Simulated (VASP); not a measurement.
# AlGa3N4 (P-43m) in VASP: notebook, part 2 of 3

VASP 6.6.1.

**3. Single point, PBEsol (12.26 Å³/atom)**

This run uses another cell than the first one, of 12.26 Å³/atom.

Contents of INCAR:

```
PREC = Accurate ; ENCUT = 520
EDIFF = 1E-6 ; ISMEAR = 0
SIGMA = 0.02 ; LREAL = False
LASPH = True ; NELM = 80
ALGO = Normal ; ISIF = 2
LWAVE = False ; LCHARG = False
GGA = PS ; NBANDS = 41
```

Contents of KPOINTS:

```
Automatic mesh
0
Gamma
  6 6 6
```

Contents of POSCAR:

```
AlGa3N4
1.0
    4.6118434592      0.0000000000      0.0000000000
    0.0000000000      4.6118434592      0.0000000000
    0.0000000000      0.0000000000      4.6118434592
Al Ga N
1 3 4
Direct
    0.0000000000      0.0000000000      0.0000000000
    0.5000000000      0.5000000000      0.0000000000
    0.5000000000      0.0000000000      0.5000000000
    0.0000000000      0.5000000000      0.5000000000
    0.7550309220      0.7550309220      0.2449690780
    0.7550309220      0.2449690780      0.7550309220
    0.2449690780      0.7550309220      0.7550309220
    0.2449690780      0.2449690780      0.2449690780
```

Potentials or basis: VASP PAW PBE potentials, release 64 (Al, Ga_d, N).

Command:

```sh
$ cat potpaw_PBE.64/Al/POTCAR potpaw_PBE.64/Ga_d/POTCAR potpaw_PBE.64/N/POTCAR > POTCAR
$ mpirun -np 1 vasp_std > vasp.out
```

OUTCAR:

```text
PREC = Accurate
   ENCUT = 520
   EDIFF = 1E-6
   ISMEAR = 0
   LREAL = False
   LASPH = True
   NELM = 80
   ISIF = 2
   GGA = PS

 ion  position               nearest neighbor table
   1  0.000  0.000  0.000-   5 1.96   6 1.96   7 1.96   8 1.96
   2  0.500  0.500  0.000-   5 2.01   6 2.01   7 2.01   8 2.01
   3  0.500  0.000  0.500-   5 2.01   6 2.01   7 2.01   8 2.01
   4  0.000  0.500  0.500-   5 2.01   6 2.01   7 2.01   8 2.01
   5  0.755  0.755  0.245-   1 1.96   2 2.01   3 2.01   4 2.01
   6  0.755  0.245  0.755-   1 1.96   2 2.01   3 2.01   4 2.01
   7  0.245  0.755  0.755-   1 1.96   2 2.01   3 2.01   4 2.01
   8  0.245  0.245  0.245-   1 1.96   2 2.01   3 2.01   4 2.01

  LATTYP: Found a simple cubic cell.
 ALAT       =     4.6118434592

  Lattice vectors:

 A1 = (   4.6118434592,   0.0000000000,   0.0000000000)
 A2 = (   0.0000000000,   4.6118434592,   0.0000000000)
 A3 = (   0.0000000000,   0.0000000000,   4.6118434592)

Analysis of symmetry for initial positions (statically):
=====================================================================
 Subroutine PRICEL returns:
 Original cell was already a primitive cell.

 Routine SETGRP: Setting up the symmetry group for a
 simple cubic supercell.

 Subroutine GETGRP returns: Found 24 space group operations
 (whereof 24 operations were pure point group operations)
 out of a pool of 48 trial point group operations.

The static configuration has the point symmetry T_d .

Analysis of symmetry for dynamics (positions and initial velocities):
=====================================================================
 Subroutine PRICEL returns:
 Original cell was already a primitive cell.

 Routine SETGRP: Setting up the symmetry group for a
 simple cubic supercell.

 Subroutine GETGRP returns: Found 24 space group operations
 (whereof 24 operations were pure point group operations)
 out of a pool of 48 trial point group operations.

The dynamic configuration has the point symmetry T_d .

 Subroutine INISYM returns: Found 24 space group operations
 (whereof 24 operations are pure point group operations),
 and found     1 'primitive' translations

----------------------------------------------------------------------------------------

                                     Primitive cell

  volume of cell :      98.0898

  direct lattice vectors                    reciprocal lattice vectors
     4.611843459  0.000000000  0.000000000     0.216833032  0.000000000  0.000000000
     0.000000000  4.611843459  0.000000000     0.000000000  0.216833032  0.000000000
     0.000000000  0.000000000  4.611843459     0.000000000  0.000000000  0.216833032

  length of vectors
     4.611843459  4.611843459  4.611843459     0.216833032  0.216833032  0.216833032

  position of ions in fractional coordinates (direct lattice)
     0.000000000  0.000000000  0.000000000
     0.500000000  0.500000000  0.000000000
     0.500000000  0.000000000  0.500000000
     0.000000000  0.500000000  0.500000000
[... 41 lines left out ...]

 Following reciprocal coordinates:
            Coordinates               Weight
  0.000000  0.000000  0.000000      1.000000
  0.166667  0.000000  0.000000      6.000000
  0.333333  0.000000  0.000000      6.000000
  0.500000  0.000000  0.000000      3.000000
  0.166667  0.166667  0.000000     12.000000
  0.333333  0.166667  0.000000     24.000000
[... 12 lines left out ...]
  0.500000  0.500000  0.333333      6.000000
  0.500000  0.500000  0.500000      1.000000
   k-points           NKPTS =     20   k-points in BZ     NKDIM =     20   number of bands    NBANDS=     41
   number of dos      NEDOS =    301   number of ions     NIONS =      8
   total plane-waves  NPLWV =  46656
   dimension x,y,z NGX =    36 NGY =   36 NGZ =   36
   dimension x,y,z NGXF=    72 NGYF=   72 NGZF=   72
   ions per type =               1   3   4
   NGX,Y,Z   is equivalent  to a cutoff of  12.98, 12.98, 12.98 a.u.
   NGXF,Y,Z  is equivalent  to a cutoff of  25.95, 25.95, 25.95 a.u.
 SYSTEM =  unknown system
   PREC   = accura    normal or accurate (medium, high low for compatibility)
   ISTART =      0    job   : 0-new  1-cont  2-samecut
   ICHARG =      2    charge: 1-file 2-atom 10-const
   ISPIN  =      1    spin polarized calculation?
   LNONCOLLINEAR =      F non collinear calculations
   LSORBIT =      F    spin-orbit coupling
   LASPH  =      T    aspherical Exc in radial PAW
   ENCUT  =  520.0 eV  38.22 Ry    6.18 a.u.   8.57  8.57  8.57*2*pi/ulx,y,z
   NELM   =     80;   NELMIN=  2; NELMDL= -5     # of ELM steps
   EDIFF  = 0.1E-05   stopping-criterion for ELM
   LREAL  =      F    real-space projection
   EDIFFG = 0.1E-04   stopping-criterion for IOM
   NSW    =      0    number of steps for IOM
   IBRION =     -1    ionic relax: 0-MD 1-quasi-New 2-CG
   NFREE  =      0    steps in history (QN), initial steepest desc. (CG)
   ISIF   =      2    stress and relaxation
   ISYM   =      2    0-nonsym 1-usesym 2-fastsym
   POTIM  = 0.5000    time-step for ionic-motion
   TEBEG  =    0.0;   TEEND  =   0.0 temperature during run
   PSTRESS=    0.0 pullay stress
   NELECT =      62.0000    total number of electrons
   NUPDOWN=      -1.0000    fix difference up-down
   EMIN   =  10.00;   EMAX   =-10.00  energy-range for DOS
   EFERMI =   0.00;   METHOD = LEGACY
   ISMEAR =     0;   SIGMA  =   0.02  broadening in eV -4-tet -1-fermi 0-gaus
   EFERMI_NEDOS =   21; number of points for ismear=-14 and -15
   IALGO  =     38    algorithm
   IMIX   =      4    mixing-type and parameters
     AMIX     =   0.40;   BMIX     =  1.00
     AMIX_MAG =   1.60;   BMIX_MAG =  1.00
  volume/ion in A,a.u.               =      12.26        82.74
  Fermi-wavevector in a.u.,A,eV,Ry     =   1.404961  2.654991 26.856737  1.973915
  Thomas-Fermi vector in A             =   2.527470
   LORBIT       =      0    0 simple, 1 ext, 2 COOP (PROOUT), +10 PAW based schemes
   GGA     = PS    functional components
   LHFCALC =     F    Hartree Fock is set to
   AEXX    =    0.0000 exact exchange contribution
   IVDW    =     0    specifies the selected vdW correction
   LEPSILON=     F    determine dielectric tensor
   LRPA    =     F    only Hartree local field effects (RPA)
 non-spin polarized calculation
 Gauss-broadening in eV      SIGMA  =   0.02
  energy-cutoff  :      520.00
  volume of cell :       98.09
 maximum number of plane-waves:      2680
 NGX is ok and might be reduce to    36
   NGX = 17   NGY = 17   NGZ = 17

 number of electron      62.0000012 magnetization

 Free energy of the ion-electron system (eV)
  ---------------------------------------------------
  ext. energy  EPLUGINS =         0.00000000
  ---------------------------------------------------
  free energy    TOTEN  =       -54.51421948 eV

  energy without entropy =      -54.51421948  energy(sigma->0) =      -54.51421948

 E-fermi :   4.4606     XC(G=0): -11.2622

 val. band max:        4.3656837065   @ k =   0.0000   0.0000   0.0000
 cond. band min:       6.0233586157   @ k =   0.0000   0.0000   0.0000
 fundamental gap:      1.6576749092
 Fermi energy:         4.4605533108

 k-point     1 :       0.0000    0.0000    0.0000
  band No.  band energies     occupation
      1     -10.6092      2.00000
      2      -9.7217      2.00000
      3      -9.7217      2.00000
      4      -9.7217      2.00000
      5      -8.7421      2.00000
      6      -8.7350      2.00000
[... 869 lines left out ...]
     40      13.8235      0.00000
     41      13.8235      0.00000

------------------------ aborting loop because EDIFF is reached ----------------------------------------

  FORCE on cell =-STRESS in cart. coord.  units (eV):
  Direction    XX          YY          ZZ          XY          YZ          ZX
  --------------------------------------------------------------------------------------
  -------------------------------------------------------------------------------------
  Total       -9.1715093     -9.1715093     -9.1715093      0.0000000      0.0000000     -0.0000000
  in kB     -149.8054865   -149.8054865   -149.8054865      0.0000000      0.0000000     -0.0000000
  external PRESSURE =    -149.8054865 kB  Pullay stress =       0.0000000 kB

 VOLUME and BASIS-vectors are now :
 -----------------------------------------------------------------------------
  energy-cutoff  :      520.00
  volume of cell :       98.09
      direct lattice vectors                 reciprocal lattice vectors
     4.611843459  0.000000000  0.000000000     0.216833032  0.000000000  0.000000000
     0.000000000  4.611843459  0.000000000     0.000000000  0.216833032  0.000000000
     0.000000000  0.000000000  4.611843459     0.000000000  0.000000000  0.216833032

 POSITION                                       TOTAL-FORCE (eV/Angst)
 -----------------------------------------------------------------------------------
      0.00000      0.00000      0.00000        -0.000000      0.000000     -0.000000
      2.30592      2.30592      0.00000        -0.000000     -0.000000     -0.000000
      2.30592      0.00000      2.30592        -0.000000     -0.000000     -0.000000
      0.00000      2.30592      2.30592        -0.000000      0.000000     -0.000000
      3.48208      3.48208      1.12976         0.000675      0.000675     -0.000675
      3.48208      1.12976      3.48208         0.000675     -0.000675      0.000675
      1.12976      3.48208      3.48208        -0.000675      0.000675      0.000675
      1.12976      1.12976      1.12976        -0.000675     -0.000675     -0.000675
 -----------------------------------------------------------------------------------
    total drift:                                0.000000      0.000000      0.000000

  FREE ENERGIE OF THE ION-ELECTRON SYSTEM (eV)
  ---------------------------------------------------
  free  energy   TOTEN  =       -54.5142194776 eV

  energy  without entropy=      -54.5142194776  energy(sigma->0) =      -54.51421948
```

It took 43 s on 1 thread of Intel Xeon 6975P-C (Granite Rapids), shared host; peak memory 0.23 GiB.

What came out:

```
Free energy            : -54.5142 eV
Pressure               : -15.0 GPa
Band gap on the k mesh : 1.66 eV
```

Levels at points of the mesh, in eV from the valence-band top:
```
           k point  band 29  band 30  band 31  band 32  band 33  band 34
(0.00, 0.00, 0.00)     0.00     0.00     0.00     1.66     3.28     3.28
(0.50, 0.00, 0.00)    -1.33    -1.09    -1.09     4.43     4.52     5.93
(0.50, 0.50, 0.00)    -0.86    -0.86    -0.57     5.90     6.03     6.03
(0.50, 0.50, 0.50)    -0.63    -0.63    -0.63     4.23     4.23     4.23
```

Caveat: the cell stands under tension; the PAW data sets were made with another functional, which shifts forces and pressure a little.

[end of part 2 of 3]
